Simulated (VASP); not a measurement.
# Mg (Cmcm) in VASP: further runs

The runs below take Mg through single point, relaxation of the atoms, with PBE.

Everything below comes from runs of VASP 6.6.1. Logs are shortened: lines on timing, memory, paths and dates and some standing lists are left out, and cuts for length are marked.

## 1. The cell of the first run

The structure is orthorhombic, space group Cmcm (No. 63). Conventional cell: a = 3.145 Å, b = 5.559 Å, c = 5.210 Å, α = 90.00°, β = 90.00°, γ = 90.00°. Mg (site symmetry m2m) has 12 Mg at 3.15 to 3.20 Å within 4.1 Å.

## 2. Single point, PBE

INCAR reads:

```
SYSTEM = Mg
  PREC = Accurate
  ENCUT = 520
  EDIFF = 1E-6
  ISMEAR = -1
  SIGMA = 0.05
  LREAL = .FALSE.
  LASPH = .TRUE.
  NELM = 60
  ALGO = Normal
  ISIF = 2
  LWAVE = .FALSE.
  LCHARG = .FALSE.
  GGA = PE
  NBANDS = 9
```

KPOINTS reads:

```
Automatic mesh
0
G
  10 10 5
  0 0 0
```

POSCAR reads:

```
Mg
1.0
    3.1451140000      0.0000000000      0.0000000000
   -1.5725570000      2.7793353284      0.0000000000
    0.0000000000      0.0000000000      5.2103000000
Mg
2
Direct
    0.6666666666      0.3333333333      0.7500000000
    0.3333333333      0.6666666667      0.2500000000
```

Potentials or basis: VASP PAW PBE potentials, release 64 (Mg).

Launch:

```sh
$ cat potpaw_PBE.64/Mg/POTCAR > POTCAR
$ mpirun -np 1 vasp_std > vasp.out
```

OUTCAR:

```text
SYSTEM = Mg
   PREC = Accurate
   ENCUT = 520
   EDIFF = 1E-6
   ISMEAR = -1
   LREAL = .FALSE.
   LASPH = .TRUE.
   NELM = 60
   ISIF = 2
   GGA = PE

 ion  position               nearest neighbor table
   1  0.667  0.333  0.750-   2 3.18   2 3.18   2 3.18   2 3.18   2 3.20   2 3.20
   2  0.333  0.667  0.250-   1 3.18   1 3.18   1 3.18   1 3.18   1 3.20   1 3.20

  LATTYP: Found a base centered orthorhombic cell.
 ALAT       =     3.1451140000
 B/A-ratio  =     1.7673987833
 C/A-ratio  =     1.6566331141

  Lattice vectors:

 A1 = (   1.5725570000,  -2.7793353284,   0.0000000000)
 A2 = (   1.5725570000,   2.7793353284,   0.0000000000)
 A3 = (   0.0000000000,   0.0000000000,   5.2103000000)

Analysis of symmetry for initial positions (statically):
=====================================================================
 Subroutine PRICEL returns:
 Original cell was already a primitive cell.

 Routine SETGRP: Setting up the symmetry group for a
 base centered orthorhombic supercell.

 Subroutine GETGRP returns: Found  8 space group operations
 (whereof  4 operations were pure point group operations)
 out of a pool of  8 trial point group operations.

The static configuration has the point symmetry C_2h.
 The point group associated with its full space group is D_2h.

Analysis of symmetry for dynamics (positions and initial velocities):
=====================================================================
 Subroutine PRICEL returns:
 Original cell was already a primitive cell.

 Routine SETGRP: Setting up the symmetry group for a
 base centered orthorhombic supercell.

 Subroutine GETGRP returns: Found  8 space group operations
 (whereof  4 operations were pure point group operations)
 out of a pool of  8 trial point group operations.

The dynamic configuration has the point symmetry C_2h.
 The point group associated with its full space group is D_2h.

 Subroutine INISYM returns: Found  8 space group operations
 (whereof  4 operations are pure point group operations),
 and found     1 'primitive' translations

----------------------------------------------------------------------------------------

                                     Primitive cell

  volume of cell :      45.5449

  direct lattice vectors                    reciprocal lattice vectors
     3.145114000  0.000000000  0.000000000     0.317953499  0.179899127  0.000000000
    -1.572557000  2.779335328  0.000000000     0.000000000  0.359798255  0.000000000
     0.000000000  0.000000000  5.210300000     0.000000000  0.000000000  0.191927528

  length of vectors
     3.145114000  3.193374451  5.210300000     0.365319207  0.359798255  0.191927528

  position of ions in fractional coordinates (direct lattice)
     0.666666667  0.333333333  0.750000000
     0.333333333  0.666666667  0.250000000

  ion indices of the primitive-cell ions
   primitive index   ion index
                 1           1
                 2           2

----------------------------------------------------------------------------------------

 KPOINTS: Automatic mesh

Automatic generation of k-mesh.
 Grid dimensions read from file:
 generate k-points for:   10   10    5

 Generating k-lattice:

  Cartesian coordinates                     Fractional coordinates (reciprocal lattice)
     0.031795350  0.017989913  0.000000000     0.100000000  0.000000000  0.000000000
     0.000000000  0.035979825  0.000000000     0.000000000  0.100000000  0.000000000
     0.000000000  0.000000000  0.038385506     0.000000000  0.000000000  0.200000000

  Length of vectors
     0.036531921  0.035979825  0.038385506

  Shift w.r.t. Gamma in fractional coordinates (k-lattice)
     0.000000000  0.000000000  0.000000000

 Subroutine IBZKPT returns following result:
 ===========================================

 Found     93 irreducible k-points:

 Following reciprocal coordinates:
            Coordinates               Weight
  0.000000  0.000000  0.000000      1.000000
  0.100000  0.000000  0.000000      4.000000
  0.200000  0.000000  0.000000      4.000000
  0.300000  0.000000  0.000000      4.000000
  0.400000 -0.000000  0.000000      4.000000
  0.500000  0.000000  0.000000      2.000000
[... 16 lines left out ...]
  0.000000  0.300000  0.000000      2.000000
  0.100000  0.300000  0.000000      4.000000
 [... further k-points ...]
   k-points           NKPTS =     93   k-points in BZ     NKDIM =     93   number of bands    NBANDS=      9
   number of dos      NEDOS =    301   number of ions     NIONS =      2
   total plane-waves  NPLWV =  23040
   dimension x,y,z NGX =    24 NGY =   24 NGZ =   40
   dimension x,y,z NGXF=    48 NGYF=   48 NGZF=   80
   ions per type =               2
   NGX,Y,Z   is equivalent  to a cutoff of  12.69, 12.49, 12.76 a.u.
   NGXF,Y,Z  is equivalent  to a cutoff of  25.37, 24.99, 25.53 a.u.
 SYSTEM =  Mg
   PREC   = accura    normal or accurate (medium, high low for compatibility)
   ISTART =      0    job   : 0-new  1-cont  2-samecut
   ICHARG =      2    charge: 1-file 2-atom 10-const
   ISPIN  =      1    spin polarized calculation?
   LNONCOLLINEAR =      F non collinear calculations
   LSORBIT =      F    spin-orbit coupling
   LASPH  =      T    aspherical Exc in radial PAW
   ENCUT  =  520.0 eV  38.22 Ry    6.18 a.u.   5.85  5.94  9.69*2*pi/ulx,y,z
   NELM   =     60;   NELMIN=  2; NELMDL= -5     # of ELM steps
   EDIFF  = 0.1E-05   stopping-criterion for ELM
   LREAL  =      F    real-space projection
   EDIFFG = 0.1E-04   stopping-criterion for IOM
   NSW    =      0    number of steps for IOM
   IBRION =     -1    ionic relax: 0-MD 1-quasi-New 2-CG
   NFREE  =      0    steps in history (QN), initial steepest desc. (CG)
   ISIF   =      2    stress and relaxation
   ISYM   =      2    0-nonsym 1-usesym 2-fastsym
   POTIM  = 0.5000    time-step for ionic-motion
   TEBEG  =    0.0;   TEEND  =   0.0 temperature during run
   PSTRESS=    0.0 pullay stress
   NELECT =       4.0000    total number of electrons
   NUPDOWN=      -1.0000    fix difference up-down
   EMIN   =  10.00;   EMAX   =-10.00  energy-range for DOS
   EFERMI =   0.00;   METHOD = LEGACY
   ISMEAR =    -1;   SIGMA  =   0.05  broadening in eV -4-tet -1-fermi 0-gaus
   EFERMI_NEDOS =   21; number of points for ismear=-14 and -15
   IALGO  =     38    algorithm
   IMIX   =      4    mixing-type and parameters
     AMIX     =   0.40;   BMIX     =  1.00
     AMIX_MAG =   1.60;   BMIX_MAG =  1.00
  volume/ion in A,a.u.               =      22.77       153.68
  Fermi-wavevector in a.u.,A,eV,Ry     =   0.727693  1.375140  7.204788  0.529537
  Thomas-Fermi vector in A             =   1.818980
   LORBIT       =      0    0 simple, 1 ext, 2 COOP (PROOUT), +10 PAW based schemes
   GGA     = PE    functional components
   LHFCALC =     F    Hartree Fock is set to
   AEXX    =    0.0000 exact exchange contribution
   IVDW    =     0    specifies the selected vdW correction
   LEPSILON=     F    determine dielectric tensor
   LRPA    =     F    only Hartree local field effects (RPA)
 non-spin polarized calculation
  energy-cutoff  :      520.00
  volume of cell :       45.54
 maximum number of plane-waves:      1246
   NGX = 11   NGY = 11   NGZ = 19

 number of electron       4.0000000 magnetization

 Free energy of the ion-electron system (eV)
  ---------------------------------------------------
  ext. energy  EPLUGINS =         0.00000000
  ---------------------------------------------------
  free energy    TOTEN  =        -3.00925635 eV

  energy without entropy =       -2.99909133  energy(sigma->0) =       -3.00417384

 E-fermi :   2.7093     XC(G=0):  -8.5158

 val. band max:        2.6929988355   @ k =   0.4000   0.3000   0.4000
 cond. band min:       2.7105396504   @ k =   0.4000   0.3000   0.0000
 fundamental gap:      0.0175408149
 Fermi energy:         2.7092792339

 k-point     1 :       0.0000    0.0000    0.0000
  band No.  band energies     occupation
      1      -4.2907      2.00000
      2       0.9272      2.00000
      3       1.3412      2.00000
      4      13.5300      0.00000
      5      13.6814      0.00000
      6      14.0003      0.00000
      7      14.1243      0.00000
      8      14.5261      0.00000
      9      16.2919      0.00000

 k-point     2 :       0.1000    0.0000    0.0000
  band No.  band energies     occupation
      1      -4.0895      2.00000
      2       1.1112      2.00000
      3       1.5366      2.00000
      4      11.1053      0.00000
      5      12.1830      0.00000
      6      13.1134      0.00000
      7      15.2902      0.00000
      8      15.5128      0.00000
      9      15.7736      0.00000

 k-point     3 :       0.2000    0.0000    0.0000
  band No.  band energies     occupation
      1      -3.4884      2.00000
      2       1.6636      2.00000
      3       2.1115      1.99999
      4       8.0777      0.00000
      5      11.0077      0.00000
      6      11.5951      0.00000
      7      12.7703      0.00000
      8      13.8922      0.00000
      9      15.5721      0.00000

 k-point     4 :       0.3000    0.0000    0.0000
  band No.  band energies     occupation
      1      -2.4950      2.00000
      2       2.5857      1.84435
      3       2.9876      0.00762
      4       5.3976      0.00000
      5       9.8530      0.00000
      6      10.0129      0.00000
      7      10.2410      0.00000
      8      12.1985      0.00000
      9      14.6326      0.00000
[... 205 lines left out ...]
 k-point    22 :      -0.4000    0.2000    0.0000
  band No.  band energies     occupation
      1      -1.8807      2.00000
      2       3.1617      0.00023
      3       3.4867      0.00000
      4       5.5795      0.00000
      5       6.1360      0.00000
      6      10.1697      0.00000
      7      10.8571      0.00000
      8      10.9462      0.00000
      9      11.8172      0.00000

 k-point    23 :       0.0000    0.3000    0.0000
  band No.  band energies     occupation
      1      -2.5482      2.00000
      2       2.5356      1.93981
      3       2.9376      0.02058
      4       5.1134      0.00000
      5       9.7508      0.00000
      6       9.8082      0.00000
      7      10.6504      0.00000
      8      12.3484      0.00000
      9      15.0196      0.00000

 k-point    24 :       0.1000    0.3000    0.0000
  band No.  band energies     occupation
      1      -1.7782      2.00000
      2       3.2570      0.00003
      3       3.2854      0.00002
      4       4.3918      0.00000
      5       7.7743      0.00000
      6       8.6727      0.00000
      7       9.7824      0.00000
      8      12.7428      0.00000
      9      13.5299      0.00000

 [... further k-points ...]
[... 5 lines left out ...]
  --------------------------------------------------------------------------------------
  -------------------------------------------------------------------------------------
  Total        0.0162057     -0.0870780      0.2753342      0.0000000     -0.0000000      0.0000000
  in kB        0.5700822     -3.0632245      9.6856910      0.0000000     -0.0000000      0.0000000
  external PRESSURE =       2.3975162 kB  Pullay stress =       0.0000000 kB

 VOLUME and BASIS-vectors are now :
 -----------------------------------------------------------------------------
  energy-cutoff  :      520.00
  volume of cell :       45.54
      direct lattice vectors                 reciprocal lattice vectors
     3.145114000  0.000000000  0.000000000     0.317953499  0.179899127  0.000000000
    -1.572557000  2.779335328  0.000000000     0.000000000  0.359798255  0.000000000
     0.000000000  0.000000000  5.210300000     0.000000000  0.000000000  0.191927528

 POSITION                                       TOTAL-FORCE (eV/Angst)
 -----------------------------------------------------------------------------------
      1.57256      0.92645      3.90773        -0.000000     -0.014854      0.000000
     -0.00000      1.85289      1.30258         0.000000      0.014854     -0.000000
 -----------------------------------------------------------------------------------
    total drift:                               -0.000000     -0.000000      0.000000

  FREE ENERGIE OF THE ION-ELECTRON SYSTEM (eV)
  ---------------------------------------------------
  free  energy   TOTEN  =        -3.0092563483 eV

  energy  without entropy=       -2.9990913253  energy(sigma->0) =       -3.00417384
```

Wall time 12 s (1 thread of Oxide Virtual Turin-like, shared host); peak memory 0.15 GiB.

Results:

| Quantity | Value |
| --- | --- |
| Free energy | -3.0093 eV |
| Pressure | 0.2 GPa |
| Largest force | 0.015 eV/Å |
| Band gap on the k mesh | zero (bands 2 and 3 overlap by 2.00 eV) |

Forces in eV/Å, atoms in the order of the input:
```
Mg   0.000 -0.015  0.000
Mg   0.000  0.015  0.000
```

Stress tensor (GPa, compression positive):
```
 0.06  0.00  0.00
 0.00 -0.31  0.00
 0.00  0.00  0.97
```

Levels at points of the mesh, in eV from the Fermi level:
```
           k point  band 1  band 2  band 3  band 4  band 5
(0.00, 0.00, 0.00)   -7.00   -1.78   -1.37   10.82   10.97
(0.50, 0.00, 0.00)   -2.13   -2.08    2.68    3.01    3.24
(0.00, 0.50, 0.00)   -2.25   -2.24    2.51    2.90    3.12
```

## 3. Single point, PBE

This run uses another cell than the first one, of 23.00 Å³/atom.

INCAR reads:

```
  PREC = Accurate
  ENCUT = 520
  EDIFF = 1E-6
  ISMEAR = -1
  SIGMA = 0.05
  LREAL = False
  LASPH = True
  NELM = 100
  ALGO = Normal
  ISIF = 2
  LWAVE = False
  LCHARG = False
  GGA = PE
  NBANDS = 9
```

KPOINTS reads:

```
regular mesh
0
Gamma
  10 10 5
```

POSCAR reads:

```
Mg
1.0
    3.1772070000      0.0000000000      0.0000000000
   -1.5886035000      2.7793353284      0.0000000000
    0.0000000000      0.0000000000      5.2103000000
Mg
2
Direct
    0.6666666666      0.3333333333      0.7500000000
    0.3333333333      0.6666666667      0.2500000000
```

Potentials or basis: VASP PAW PBE potentials, release 64 (Mg).

Launch:

```sh
$ cat potpaw_PBE.64/Mg/POTCAR > POTCAR
$ mpirun -np 1 vasp_std > vasp.out
```

Run time: 14 s. Hardware: 1 thread of Oxide Virtual Turin-like, shared host; peak memory 0.14 GiB.

The run converged. Its results:

```
Free energy            : -3.0085 eV
Pressure               : -0.1 GPa
Largest force          : 0.007 eV/Å
Band gap on the k mesh : zero (bands 2 and 3 overlap by 1.95 eV)
```

Forces on the atoms (eV/Å):
```
Mg   0.000 -0.007  0.000
Mg   0.000  0.007  0.000
```

Stress tensor (GPa, compression positive):
```
-0.52  0.00  0.00
 0.00 -0.55  0.00
 0.00  0.00  0.66
```

Levels at points of the mesh, in eV from the Fermi level:
```
           k point  band 1  band 2  band 3  band 4  band 5
(0.00, 0.00, 0.00)   -6.95   -1.73   -1.32   10.84   10.96
(0.50, 0.00, 0.00)   -2.14   -2.11    2.65    3.00    3.23
(0.00, 0.50, 0.00)   -2.20   -2.19    2.57    2.95    3.17
```

## 4. Relaxation of the atoms, PBE

INCAR reads:

```
SYSTEM = Mg
  ALGO = Normal
  EDIFF = 1E-6
  EDIFFG = -0.02
  ENCUT = 520
  GGA = PE
  IBRION = 2
  ISIF = 2
  ISMEAR = -1
  LASPH = .TRUE.
  LCHARG = .FALSE.
  LREAL = .FALSE.
  LWAVE = .FALSE.
  NELM = 100
  NSW = 80
  PREC = Accurate
  SIGMA = 0.05
```

KPOINTS reads:

```
k-points
0
G
  10 10 5
  0 0 0
```

POSCAR reads:

```
Mg
1.0
    3.1451140000      0.0000000000      0.0000000000
   -1.5725570000      2.7793353284      0.0000000000
    0.0000000000      0.0000000000      5.2103000000
Mg
2
Direct
    0.6666666667      0.3333333333      0.7500000000
    0.3333333333      0.6666666667      0.2500000000
```

Launch:

```sh
$ cat potpaw_PBE.64/Mg/POTCAR > POTCAR
$ mpirun -np 1 vasp_std > vasp.out
```

Run time: 9.1 s. Hardware: 1 thread of Oxide Virtual Turin-like, shared host; peak memory 0.14 GiB.

The run converged. Its results:

- Free energy: -3.0093 eV
- Pressure after relaxing: 0.2 GPa
- Largest force after relaxing: 0.015 eV/Å
- Band gap on the k mesh: zero (bands 2 and 3 overlap by 2.00 eV)

Forces in eV/Å, atoms in the order of the input:
```
Mg   0.000 -0.015  0.000
Mg   0.000  0.015  0.000
```

Stress tensor (GPa, compression positive):
```
 0.06  0.00  0.00
 0.00 -0.31  0.00
 0.00  0.00  0.97
```

Final structure:
```
Mg
1.0
     3.14511    0.00000    0.00000
    -1.57256    2.77934    0.00000
     0.00000    0.00000    5.21030
Mg
2
Cartesian
  1.5726 0.9264 3.9077
  0.0000 1.8529 1.3026
```

Levels at points of the mesh, in eV from the Fermi level:
```
           k point  band 1  band 2  band 3  band 4  band 5  band 6
(0.00, 0.00, 0.00)   -7.00   -1.78   -1.37   10.82   10.97   11.29
(0.50, 0.00, 0.00)   -2.13   -2.08    2.68    3.01    3.24    3.68
(0.00, 0.50, 0.00)   -2.25   -2.24    2.51    2.90    3.12    3.55
```

Caveat: the relaxation stopped at its first step, so nothing moved.

[end of part 1 of 2]
